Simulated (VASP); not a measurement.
# Ce (Cmcm) in VASP: notebook, part 2 of 2

VASP 6.6.1. Earlier steps stand in the parts before.

**3. Single point, PBE**

Contents of INCAR:

```
SYSTEM = Ce
  PREC = Accurate
  ENCUT = 520
  EDIFF = 1E-6
  ISMEAR = -1
  SIGMA = 0.1
  LREAL = .FALSE.
  LASPH = .TRUE.
  NELM = 80
  ALGO = Normal
  ISIF = 2
  LWAVE = .FALSE.
  LCHARG = .TRUE.
  GGA = PE
  LELF = .TRUE.
  LVHAR = .TRUE.
  NBANDS = 19
```

Contents of KPOINTS:

```
regular mesh
0
G
  6 6 4
  0 0 0
```

Contents of POSCAR:

```
Ce
1.0
    1.6294519950      3.0894433923      0.0000000000
    1.6294519950     -3.0894433923      0.0000000000
    0.0000000000      0.0000000000     -5.2864813564
Ce
2
Direct
    0.1018792881      0.8981207119      0.7500000000
    0.8981207119      0.1018792881      0.2500000000
```

Potentials or basis: VASP PAW PBE potentials, release 64 (Ce).

Run with:

```bash
cat potpaw_PBE.64/Ce/POTCAR > POTCAR
mpirun -np 1 vasp_std > vasp.out
```

OUTCAR:

```text
SYSTEM = Ce
   PREC = Accurate
   ENCUT = 520
   EDIFF = 1E-6
   ISMEAR = -1
   LREAL = .FALSE.
   LASPH = .TRUE.
   NELM = 80
   ISIF = 2
   GGA = PE

 ion  position               nearest neighbor table
   1  0.102  0.898  0.750-   2 2.93   2 2.93
   2  0.898  0.102  0.250-   1 2.93   1 2.93

  LATTYP: Found a base centered orthorhombic cell.
 ALAT       =     3.2589039900
 B/A-ratio  =     1.8960014789
 C/A-ratio  =     1.6221654190

  Lattice vectors:

 A1 = (   1.6294519950,   3.0894433923,   0.0000000000)
 A2 = (   1.6294519950,  -3.0894433923,   0.0000000000)
 A3 = (   0.0000000000,   0.0000000000,  -5.2864813564)

Analysis of symmetry for initial positions (statically):
=====================================================================
 Subroutine PRICEL returns:
 Original cell was already a primitive cell.

 Routine SETGRP: Setting up the symmetry group for a
 base centered orthorhombic supercell.

 Subroutine GETGRP returns: Found  8 space group operations
 (whereof  4 operations were pure point group operations)
 out of a pool of  8 trial point group operations.

The static configuration has the point symmetry C_2h.
 The point group associated with its full space group is D_2h.

Analysis of symmetry for dynamics (positions and initial velocities):
=====================================================================
 Subroutine PRICEL returns:
 Original cell was already a primitive cell.

 Routine SETGRP: Setting up the symmetry group for a
 base centered orthorhombic supercell.

 Subroutine GETGRP returns: Found  8 space group operations
 (whereof  4 operations were pure point group operations)
 out of a pool of  8 trial point group operations.

The dynamic configuration has the point symmetry C_2h.
[... 106 lines left out ...]
   ISIF   =      2    stress and relaxation
   ISYM   =      2    0-nonsym 1-usesym 2-fastsym
   POTIM  = 0.5000    time-step for ionic-motion
   TEBEG  =    0.0;   TEEND  =   0.0 temperature during run
   PSTRESS=    0.0 pullay stress
   NELECT =      24.0000    total number of electrons
   NUPDOWN=      -1.0000    fix difference up-down
   EMIN   =  10.00;   EMAX   =-10.00  energy-range for DOS
   EFERMI =   0.00;   METHOD = LEGACY
   ISMEAR =    -1;   SIGMA  =   0.10  broadening in eV -4-tet -1-fermi 0-gaus
   EFERMI_NEDOS =   21; number of points for ismear=-14 and -15
   IALGO  =     38    algorithm
   IMIX   =      4    mixing-type and parameters
     AMIX     =   0.40;   BMIX     =  1.00
     AMIX_MAG =   1.60;   BMIX_MAG =  1.00
  volume/ion in A,a.u.               =      26.61       179.59
  Fermi-wavevector in a.u.,A,eV,Ry     =   1.255372  2.372309 21.442219  1.575959
  Thomas-Fermi vector in A             =   2.389132
   LORBIT       =      0    0 simple, 1 ext, 2 COOP (PROOUT), +10 PAW based schemes
   GGA     = PE    functional components
   LHFCALC =     F    Hartree Fock is set to
   AEXX    =    0.0000 exact exchange contribution
   IVDW    =     0    specifies the selected vdW correction
   LEPSILON=     F    determine dielectric tensor
   LRPA    =     F    only Hartree local field effects (RPA)
 non-spin polarized calculation
  energy-cutoff  :      520.00
  volume of cell :       53.23
 maximum number of plane-waves:      1460
 NGX is ok and might be reduce to    28
   NGX = 13   NGY = 13   NGZ = 19

 number of electron      24.0000000 magnetization

 Free energy of the ion-electron system (eV)
  ---------------------------------------------------
  ext. energy  EPLUGINS =         0.00000000
  ---------------------------------------------------
  free energy    TOTEN  =       -11.90983433 eV

  energy without entropy =      -11.70068541  energy(sigma->0) =      -11.80525987

 E-fermi :   9.1453     XC(G=0): -11.2466

 val. band max:        9.1321991654   @ k =   0.5000   0.5000   0.2500
 cond. band min:       9.1533813332   @ k =  -0.1667   0.1667   0.2500
 fundamental gap:      0.0211821677
 Fermi energy:         9.1452918284

 k-point     1 :       0.0000    0.0000    0.0000
  band No.  band energies     occupation
      1     -25.6060      2.00000
      2     -24.8214      2.00000
      3      -9.9839      2.00000
      4      -7.4129      2.00000
      5      -6.9539      2.00000
      6      -6.8242      2.00000
[... 505 lines left out ...]
      6      -7.8089      2.00000
[... 11 lines left out ...]
     18       9.9489      0.00065
     19      10.0381      0.00027

 [... further k-points ...]
[... 5 lines left out ...]
  --------------------------------------------------------------------------------------
  -------------------------------------------------------------------------------------
  Total       -0.0698335     -0.0508840     -0.0430251      0.0000000     -0.0000000      0.0000000
  in kB       -2.1021134     -1.5316998     -1.2951331      0.0000000     -0.0000000      0.0000000
  external PRESSURE =      -1.6429821 kB  Pullay stress =       0.0000000 kB

 VOLUME and BASIS-vectors are now :
 -----------------------------------------------------------------------------
  energy-cutoff  :      520.00
  volume of cell :       53.23
      direct lattice vectors                 reciprocal lattice vectors
     1.629451995  3.089443392  0.000000000     0.306851630  0.161841451  0.000000000
     1.629451995 -3.089443392  0.000000000     0.306851630 -0.161841451  0.000000000
     0.000000000  0.000000000 -5.286481356     0.000000000  0.000000000 -0.189161738

 POSITION                                       TOTAL-FORCE (eV/Angst)
 -----------------------------------------------------------------------------------
      1.62945     -2.45994     -3.96486         0.000000      0.004612     -0.000000
      1.62945      2.45994     -1.32162         0.000000     -0.004612      0.000000
 -----------------------------------------------------------------------------------
    total drift:                               -0.000000      0.000000     -0.000000

  FREE ENERGIE OF THE ION-ELECTRON SYSTEM (eV)
  ---------------------------------------------------
  free  energy   TOTEN  =       -11.9098343333 eV

  energy  without entropy=      -11.7006854086  energy(sigma->0) =      -11.80525987
```

OSZICAR:

```text
N       E                     dE             d eps       ncg     rms          rms(c)
DAV:   1     0.248898912175E+03    0.24890E+03   -0.97824E+03  1482   0.159E+03
DAV:   2     0.247910410918E+02   -0.22411E+03   -0.21868E+03  2026   0.294E+02
DAV:   3    -0.108660917492E+02   -0.35657E+02   -0.34531E+02  2210   0.123E+02
DAV:   4    -0.129762963372E+02   -0.21102E+01   -0.20875E+01  2724   0.333E+01
DAV:   5    -0.131163909926E+02   -0.14009E+00   -0.13971E+00  2484   0.788E+00    0.145E+01
DAV:   6    -0.129781225262E+02    0.13827E+00   -0.25647E+01  2101   0.270E+01    0.913E+00
DAV:   7    -0.122221194338E+02    0.75600E+00   -0.20989E+01  2574   0.288E+01    0.750E+00
DAV:   8    -0.118979220615E+02    0.32420E+00   -0.22511E+00  2787   0.957E+00    0.916E-01
DAV:   9    -0.119024249151E+02   -0.45029E-02   -0.24338E-01  2676   0.284E+00    0.418E-01
DAV:  10    -0.119084802407E+02   -0.60553E-02   -0.45142E-02  2652   0.114E+00    0.522E-01
DAV:  11    -0.119095183930E+02   -0.10382E-02   -0.15010E-02  2620   0.819E-01    0.118E-01
DAV:  12    -0.119097852557E+02   -0.26686E-03   -0.17648E-03  2732   0.254E-01    0.290E-02
DAV:  13    -0.119098255294E+02   -0.40274E-04   -0.39480E-04  2652   0.107E-01    0.194E-02
DAV:  14    -0.119098311406E+02   -0.56112E-05   -0.89674E-05  2716   0.517E-02    0.128E-02
DAV:  15    -0.119098337229E+02   -0.25823E-05   -0.22315E-05  2196   0.239E-02    0.465E-03
DAV:  16    -0.119098343333E+02   -0.61044E-06   -0.80123E-06  1940   0.114E-02
   1 F= -.11909834E+02 E0= -.11805260E+02  d E =-.209149E+00
```

stdout:

```text
POSCAR found type information on POSCAR Ce
 POSCAR found :  1 types and       2 ions
 scaLAPACK will be used
 LDA part: xc-table for (Slater+PW92), standard interpolation
 POSCAR, INCAR and KPOINTS ok, starting setup
 FFT: planning ... GRIDC
 FFT: planning ... GRID_SOFT
 FFT: planning ... GRID
 WAVECAR not read
 entering main loop
```

It took 54 s on 1 thread of Intel Xeon Platinum 8259CL at 2.50GHz (Skylake/Cascade Lake), shared host; peak memory 0.2 GiB.

What came out:

- Free energy: -11.9098 eV
- Pressure: -0.2 GPa
- Largest force: 0.005 eV/Å
- Band gap on the k mesh: zero (band 12 reaches 9.44 eV, above the bottom of band 13 at 8.80 eV)

Forces in eV/Å, atoms in the order of the input:
```
Ce   0.000  0.005  0.000
Ce   0.000 -0.005  0.000
```

Levels at points of the mesh, in eV from the Fermi level:
| k point | band 8 | band 9 | band 10 | band 11 | band 12 | band 13 | band 14 | band 15 | band 16 | band 17 |
| --- | --- | --- | --- | --- | --- | --- | --- | --- | --- | --- |
| (0.00, 0.00, 0.00) | -15.35 | -2.72 | -1.76 | -0.04 | 0.08 | 0.10 | 0.13 | 0.36 | 0.65 | 0.68 |
| (0.50, 0.00, 0.00) | -15.54 | -2.37 | -1.69 | -1.65 | 0.15 | 0.17 | 0.35 | 0.37 | 0.62 | 0.76 |
| (0.50, 0.50, 0.00) | -15.91 | -2.07 | -0.31 | -0.05 | -0.02 | 0.20 | 0.62 | 0.72 | 0.80 | 0.80 |
| (0.00, 0.00, 0.50) | -15.96 | -1.76 | -1.76 | -0.07 | -0.07 | 0.22 | 0.22 | 0.56 | 0.56 | 0.69 |
| (0.50, 0.00, 0.50) | -16.08 | -2.00 | -2.00 | -0.82 | -0.82 | 0.21 | 0.21 | 0.58 | 0.58 | 0.73 |
| (0.50, 0.50, 0.50) | -16.25 | -2.06 | -2.06 | -0.92 | -0.92 | 0.62 | 0.62 | 0.69 | 0.69 | 0.80 |

Caveat: the k points lie up to 0.36 Å⁻¹ apart; spin-orbit coupling is left out, which moves the levels of the heavy elements.
